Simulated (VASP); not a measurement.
# TbSi3W2 (P4/mmm) in VASP: relaxation of cell and atoms with PBE

Aim: the relaxation of cell and atoms of TbSi3W2 with PBE.

Everything below comes from runs of VASP 6.6.1. Logs are shortened: lines on timing, memory, paths and dates and some standing lists are left out, and cuts for length are marked.

### 1 The cell of the first run

The structure is tetragonal, space group P4/mmm (No. 123). The conventional cell has a = 3.759 Å, b = 3.759 Å, c = 8.956 Å, α = 90.00°, β = 90.00°, γ = 90.00°. Within 3.5 Å of Tb (site symmetry 4/mmm) lie 6 Si at 2.66 to 3.22 Å. Within 3.3 Å of Si (site symmetry 4mm) lie 1 Si at 2.52 Å and 4 W at 2.67 Å and 1 Tb at 3.22 Å. Within 3.5 Å of Si (site symmetry 4/mmm) lie 4 Tb at 2.66 Å and 2 W at 2.96 Å. W (site symmetry 4mm) has 5 Si at 2.67 to 2.96 Å and 1 W at 3.03 Å within 3.5 Å.

The cell was generated, and may not be a known phase.

### 2 Relaxation of cell and atoms, PBE

File INCAR:

```
PREC = Accurate ; ENCUT = 500
EDIFF = 1E-7 ; ISMEAR = 0
SIGMA = 0.2 ; LREAL = F
LASPH = T ; NELM = 200
ALGO = Normal ; ISIF = 3
LWAVE = F ; LCHARG = F
GGA = PE ; IBRION = 2
NSW = 36 ; EDIFFG = -0.08
GGA_COMPAT = F ; NELMIN = 4
LMAXMIX = 6
```

File KPOINTS:

```
regular mesh
0
Gamma
  4 4 2
```

File POSCAR:

```
TbSi3W2
1.0
    3.7587945000      0.0000000000      0.0000000000
    0.0000000000      3.7587945000      0.0000000000
    0.0000000000      0.0000000000      8.9559142600
Tb Si W
1 3 2
Direct
    0.0000000000      0.0000000000      0.0000000000
    0.0000000000      0.0000000000      0.3590783500
    0.0000000000      0.0000000000      0.6409216500
    0.5000000000      0.5000000000      0.0000000000
    0.5000000000      0.5000000000      0.3305610700
    0.5000000000      0.5000000000      0.6694389300
```

Potentials or basis: VASP PAW PBE potentials, release 64 (Tb_3, Si, W_sv), 4f in core.

Run with:

```bash
$ cat potpaw_PBE.64/Tb_3/POTCAR potpaw_PBE.64/Si/POTCAR potpaw_PBE.64/W_sv/POTCAR > POTCAR
$ mpirun -np 1 vasp_std > vasp.out
```

OUTCAR:

```text
PREC = Accurate
   ENCUT = 500
   EDIFF = 1E-7
   ISMEAR = 0
   LREAL = F
   LASPH = T
   NELM = 200
   ISIF = 3
   GGA = PE
   IBRION = 2
   NSW = 36
   EDIFFG = -0.08
   NELMIN = 4

 ion  position               nearest neighbor table
   1  0.000  0.000  0.000-   4 2.66   4 2.66   4 2.66   4 2.66   2 3.22   3 3.22
   2  0.000  0.000  0.359-   3 2.52   5 2.67   5 2.67   5 2.67   5 2.67   1 3.22
   3  0.000  0.000  0.641-   2 2.52   6 2.67   6 2.67   6 2.67   6 2.67   1 3.22
   4  0.500  0.500  0.000-   1 2.66   1 2.66   1 2.66   1 2.66   6 2.96   5 2.96
   5  0.500  0.500  0.331-   2 2.67   2 2.67   2 2.67   2 2.67   4 2.96   6 3.03
   6  0.500  0.500  0.669-   3 2.67   3 2.67   3 2.67   3 2.67   4 2.96   5 3.03

  LATTYP: Found a simple tetragonal cell.
 ALAT       =     3.7587945000
 C/A-ratio  =     2.3826559978

  Lattice vectors:

 A1 = (   3.7587945000,   0.0000000000,   0.0000000000)
 A2 = (   0.0000000000,   3.7587945000,   0.0000000000)
 A3 = (   0.0000000000,   0.0000000000,   8.9559142600)

Analysis of symmetry for initial positions (statically):
=====================================================================
 Subroutine PRICEL returns:
 Original cell was already a primitive cell.

 Routine SETGRP: Setting up the symmetry group for a
 simple tetragonal supercell.

 Subroutine GETGRP returns: Found 16 space group operations
 (whereof 16 operations were pure point group operations)
 out of a pool of 16 trial point group operations.

The static configuration has the point symmetry D_4h.

Analysis of symmetry for dynamics (positions and initial velocities):
=====================================================================
 Subroutine PRICEL returns:
 Original cell was already a primitive cell.

 Routine SETGRP: Setting up the symmetry group for a
 simple tetragonal supercell.

 Subroutine GETGRP returns: Found 16 space group operations
 (whereof 16 operations were pure point group operations)
 out of a pool of 16 trial point group operations.

The dynamic configuration has the point symmetry D_4h.

 Subroutine INISYM returns: Found 16 space group operations
 (whereof 16 operations are pure point group operations),
 and found     1 'primitive' translations

----------------------------------------------------------------------------------------

                                     Primitive cell

  volume of cell :     126.5340

  direct lattice vectors                    reciprocal lattice vectors
     3.758794500  0.000000000  0.000000000     0.266042743  0.000000000  0.000000000
     0.000000000  3.758794500  0.000000000     0.000000000  0.266042743  0.000000000
     0.000000000  0.000000000  8.955914260     0.000000000  0.000000000  0.111658059

  length of vectors
     3.758794500  3.758794500  8.955914260     0.266042743  0.266042743  0.111658059

  position of ions in fractional coordinates (direct lattice)
     0.000000000  0.000000000  0.000000000
     0.000000000  0.000000000  0.359078350
     0.000000000  0.000000000  0.640921650
     0.500000000  0.500000000  0.000000000
     0.500000000  0.500000000  0.330561070
     0.500000000  0.500000000  0.669438930

  ion indices of the primitive-cell ions
   primitive index   ion index
                 1           1
                 2           2
                 3           3
                 4           4
                 5           5
                 6           6

----------------------------------------------------------------------------------------

 KPOINTS: regular mesh

Automatic generation of k-mesh.
 Grid dimensions read from file:
 generate k-points for:    4    4    2

 Generating k-lattice:

  Cartesian coordinates                     Fractional coordinates (reciprocal lattice)
     0.066510686  0.000000000  0.000000000     0.250000000  0.000000000  0.000000000
     0.000000000  0.066510686  0.000000000     0.000000000  0.250000000  0.000000000
     0.000000000  0.000000000  0.055829029     0.000000000  0.000000000  0.500000000

  Length of vectors
     0.066510686  0.066510686  0.055829029

  Shift w.r.t. Gamma in fractional coordinates (k-lattice)
     0.000000000  0.000000000  0.000000000

 Subroutine IBZKPT returns following result:
 ===========================================

 Found     12 irreducible k-points:

 Following reciprocal coordinates:
            Coordinates               Weight
  0.000000  0.000000  0.000000      1.000000
  0.250000  0.000000  0.000000      4.000000
  0.500000  0.000000  0.000000      2.000000
  0.250000  0.250000  0.000000      4.000000
  0.500000  0.250000  0.000000      4.000000
  0.500000  0.500000  0.000000      1.000000
  0.000000  0.000000  0.500000      1.000000
  0.250000  0.000000  0.500000      4.000000
  0.500000  0.000000  0.500000      2.000000
  0.250000  0.250000  0.500000      4.000000
  0.500000  0.250000  0.500000      4.000000
  0.500000  0.500000  0.500000      1.000000
   k-points           NKPTS =     12   k-points in BZ     NKDIM =     12   number of bands    NBANDS=     29
   number of dos      NEDOS =    301   number of ions     NIONS =      6
   total plane-waves  NPLWV =  54880
   dimension x,y,z NGX =    28 NGY =   28 NGZ =   70
   dimension x,y,z NGXF=    56 NGYF=   56 NGZF=  140
   ions per type =               1   3   2
   NGX,Y,Z   is equivalent  to a cutoff of  12.38, 12.38, 12.99 a.u.
   NGXF,Y,Z  is equivalent  to a cutoff of  24.77, 24.77, 25.99 a.u.
 SYSTEM =  unknown system
   PREC   = accura    normal or accurate (medium, high low for compatibility)
   ISTART =      0    job   : 0-new  1-cont  2-samecut
   ICHARG =      2    charge: 1-file 2-atom 10-const
   ISPIN  =      1    spin polarized calculation?
   LNONCOLLINEAR =      F non collinear calculations
   LSORBIT =      F    spin-orbit coupling
   LASPH  =      T    aspherical Exc in radial PAW
   ENCUT  =  500.0 eV  36.75 Ry    6.06 a.u.   6.85  6.85 16.33*2*pi/ulx,y,z
   NELM   =    200;   NELMIN=  4; NELMDL= -5     # of ELM steps
   EDIFF  = 0.1E-06   stopping-criterion for ELM
   LREAL  =      F    real-space projection
   EDIFFG = -.8E-01   stopping-criterion for IOM
   NSW    =     36    number of steps for IOM
   IBRION =      2    ionic relax: 0-MD 1-quasi-New 2-CG
   NFREE  =      1    steps in history (QN), initial steepest desc. (CG)
   ISIF   =      3    stress and relaxation
   ISYM   =      2    0-nonsym 1-usesym 2-fastsym
   POTIM  = 0.5000    time-step for ionic-motion
   TEBEG  =    0.0;   TEEND  =   0.0 temperature during run
   PSTRESS=    0.0 pullay stress
   NELECT =      49.0000    total number of electrons
   NUPDOWN=      -1.0000    fix difference up-down
   EMIN   =  10.00;   EMAX   =-10.00  energy-range for DOS
   EFERMI =   0.00;   METHOD = LEGACY
   ISMEAR =     0;   SIGMA  =   0.20  broadening in eV -4-tet -1-fermi 0-gaus
   EFERMI_NEDOS =   21; number of points for ismear=-14 and -15
   IALGO  =     38    algorithm
   IMIX   =      4    mixing-type and parameters
     AMIX     =   0.40;   BMIX     =  1.00
     AMIX_MAG =   1.60;   BMIX_MAG =  1.00
  volume/ion in A,a.u.               =      21.09       142.32
  Fermi-wavevector in a.u.,A,eV,Ry     =   1.193268  2.254949 19.373164  1.423887
  Thomas-Fermi vector in A             =   2.329286
   LORBIT       =      0    0 simple, 1 ext, 2 COOP (PROOUT), +10 PAW based schemes
   GGA     = PE    functional components
   LHFCALC =     F    Hartree Fock is set to
   AEXX    =    0.0000 exact exchange contribution
   IVDW    =     0    specifies the selected vdW correction
   LEPSILON=     F    determine dielectric tensor
   LRPA    =     F    only Hartree local field effects (RPA)
 conjugate gradient relaxation of ions
 non-spin polarized calculation
 Gauss-broadening in eV      SIGMA  =   0.20
  energy-cutoff  :      500.00
  volume of cell :      126.53
 maximum number of plane-waves:      3256
 NGX is ok and might be reduce to    28
   NGX = 13   NGY = 13   NGZ = 33

--------------------------------------- Ionic step        1  -------------------------------------------

 number of electron      48.9999999 magnetization

 Free energy of the ion-electron system (eV)
  ---------------------------------------------------
  ext. energy  EPLUGINS =         0.00000000
  ---------------------------------------------------
  free energy    TOTEN  =       -42.95300323 eV

  energy without entropy =      -42.80163375  energy(sigma->0) =      -42.87731849

------------------------ aborting loop because EDIFF is reached ----------------------------------------

  FORCE on cell =-STRESS in cart. coord.  units (eV):
  Direction    XX          YY          ZZ          XY          YZ          ZX
  --------------------------------------------------------------------------------------
  -------------------------------------------------------------------------------------
  Total       -8.0629901     -8.0629901    -13.3368164      0.0000000      0.0000000      0.0000000
  in kB     -102.0938588   -102.0938588   -168.8712281      0.0000000      0.0000000      0.0000000
  external PRESSURE =    -124.3529819 kB  Pullay stress =       0.0000000 kB
[... 101 lines left out ...]
  FREE ENERGIE OF THE ION-ELECTRON SYSTEM (eV)
  ---------------------------------------------------
  free  energy   TOTEN  =       -43.9129085092 eV

  energy  without entropy=      -43.7950261976  energy(sigma->0) =      -43.85396735

[... ionic steps 4 to 12 ...]

--------------------------------------- Ionic step       13  -------------------------------------------

 number of electron      49.0000006 magnetization

------------------------ aborting loop because EDIFF is reached ----------------------------------------

  FORCE on cell =-STRESS in cart. coord.  units (eV):
  Direction    XX          YY          ZZ          XY          YZ          ZX
  --------------------------------------------------------------------------------------
  -------------------------------------------------------------------------------------
  Total       -0.0469382     -0.0469382      0.9427140      0.0000000      0.0000000     -0.0000000
  in kB       -0.6881500     -0.6881500     13.8208972      0.0000000      0.0000000     -0.0000000
  external PRESSURE =       4.1481991 kB  Pullay stress =       0.0000000 kB
[... 65 lines left out ...]
  energy  without entropy=      -44.9779391715  energy(sigma->0) =      -45.01633521

--------------------------------------- Ionic step       15  -------------------------------------------

 number of electron      49.0000004 magnetization

 Free energy of the ion-electron system (eV)
  ---------------------------------------------------
  ext. energy  EPLUGINS =         0.00000000
  ---------------------------------------------------
  free energy    TOTEN  =       -45.05513353 eV

  energy without entropy =      -44.97854227  energy(sigma->0) =      -45.01683790

 E-fermi :   7.5181     XC(G=0): -11.3673

 val. band max:        7.4633762671   @ k =   0.0000   0.0000   0.0000
 cond. band min:       7.5464487523   @ k =   0.2500   0.0000   0.0000
 fundamental gap:      0.0830724852
 Fermi energy:         7.5181392791

 k-point     1 :       0.0000    0.0000    0.0000
  band No.  band energies     occupation
      1     -66.5602      2.00000
      2     -66.5594      2.00000
      3     -30.7677      2.00000
      4     -30.7677      2.00000
      5     -30.7652      2.00000
      6     -30.7652      2.00000
[... 406 lines left out ...]
  FREE ENERGIE OF THE ION-ELECTRON SYSTEM (eV)
  ---------------------------------------------------
  free  energy   TOTEN  =       -45.0551335347 eV

  energy  without entropy=      -44.9785422706  energy(sigma->0) =      -45.01683790

 reached required accuracy - stopping structural energy minimisation
```

Wall time 5.1 min (1 thread of AMD EPYC 9R45 (Zen 5), shared host); peak memory 0.22 GiB.

What came out:

```yaml
Free_energy: -45.0551 eV
Relaxed_volume: 18.31 Å³/atom
Relaxed_cell: a = 3.645 Å, b = 3.645 Å, c = 8.270 Å, α = 90.00°, β = 90.00°, γ = 90.00°
Space_group_after_relaxing_to_0.1_Å: P4/mmm (No. 123)
Energy_gained_by_relaxing: 350.4 meV/atom
Ionic_steps: 15
Pressure_after_relaxing: -0.3 GPa
Largest_force_after_relaxing: 0.055 eV/Å
Band_gap_on_the_k_mesh: zero (an odd number of electrons rules out a gap without spin polarisation)
```

Forces in eV/Å, atoms in the order of the input:
```
Tb   0.000  0.000  0.000
Si   0.000  0.000 -0.021
Si   0.000  0.000  0.021
Si   0.000  0.000  0.000
W    0.000  0.000 -0.055
W    0.000  0.000  0.055
```

Stress tensor (GPa, compression positive):
```
-0.42  0.00  0.00
 0.00 -0.42  0.00
 0.00  0.00 -0.04
```

Step by step:
| step | energy change (eV) | largest force (eV/Å) | pressure (GPa) | volume (Å³) |
| --- | --- | --- | --- | --- |
| 1 | 0.0000 | 0.9928 | -12.44 | 126.53 |
| 2 | -0.6545 | 2.6861 | 16.04 | 98.79 |
| 3 | -0.9599 | 2.2018 | 2.73 | 107.48 |
| 4 | -1.5137 | 1.7627 | 7.26 | 103.20 |
| 5 | -1.5131 | 1.6965 | 7.52 | 103.07 |
| 6 | -1.7975 | 0.5478 | -1.75 | 111.41 |
| 7 | -1.8237 | 0.3731 | -0.17 | 109.45 |
| 8 | -2.0306 | 0.6006 | -2.24 | 110.61 |
| 9 | -2.0400 | 0.6495 | -2.47 | 110.83 |
| 10 | -2.0782 | 0.1900 | 2.47 | 107.34 |
| 11 | -2.0830 | 0.3097 | 1.17 | 108.19 |
| 12 | -2.0987 | 0.0786 | 0.60 | 108.99 |
| 13 | -2.1000 | 0.0217 | 0.41 | 109.28 |
| 14 | -2.1017 | 0.0808 | -0.60 | 110.11 |
| 15 | -2.1021 | 0.0545 | -0.30 | 109.86 |

Final structure:
```
Tb Si W
1.0
     3.64485    0.00000    0.00000
     0.00000    3.64485    0.00000
     0.00000    0.00000    8.26952
Tb Si W
1 3 2
Direct
  0.00000 0.00000 0.00000
  0.00000 0.00000 0.35771
  0.00000 0.00000 0.64229
  0.50000 0.50000 0.00000
  0.50000 0.50000 0.28612
  0.50000 0.50000 0.71388
```

Caveat: the k points lie up to 0.43 Å⁻¹ apart in the final cell, too coarse for converged energies and pressures of a metal; spin-orbit coupling is left out, which moves the levels of the heavy elements; the 4f electrons are frozen in the core, so they carry no moment and show no levels; an odd number of electrons without spin polarisation forces a metal; a magnetic or distorted state may lie lower; the relaxation stopped at a loose force limit of 0.08 eV/Å, so its end isn't a converged minimum. Spin polarisation is off, so any magnetic state and its effect on volume and gap are missing.

The gap in the log of VASP goes by the Fermi energy; the results here count the filled bands.